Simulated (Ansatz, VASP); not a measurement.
## CsCl: VASP beside Ansatz

```
Cs Cl
1.0
     4.06534    0.00000    0.00000
     0.00000    4.06534    0.00000
     0.00000    0.00000    4.06534
Cs Cl
1 1
Direct
  0.00000 0.00000 0.00000
  0.50000 0.50000 0.50000
```

Alike in both runs: functional PBEsol; k mesh 10 × 10 × 10; occupations fermi-dirac, width 0.1 eV; no spin polarisation.

Ansatz relaxed the structure, and its values are those at the end. VASP's run is a single point on that final structure, the one shown.

|  | VASP | Ansatz |
| --- | --- | --- |
| version | VASP 6.6.1 | Ansatz 0.2.0 |
| potentials or method | VASP PAW PBE potentials, release 64 (Cs_sv, Cl) | PAW with Ansatz's default frozen-core files, scalar-relativistic |
| plane-wave cutoff (eV) | 500 | 420 |
| valence electrons in the cell | 16 | 16 |

Ansatz gave:

| Item | Value |
| --- | --- |
| pressure (GPa) | 0.0 |

**Question.** What did VASP give for the same quantities?

**Answer.** Pressure (GPa): 0.1.

VASP's potentials were made for PBE, not for PBEsol.

Spin-orbit coupling is off throughout.
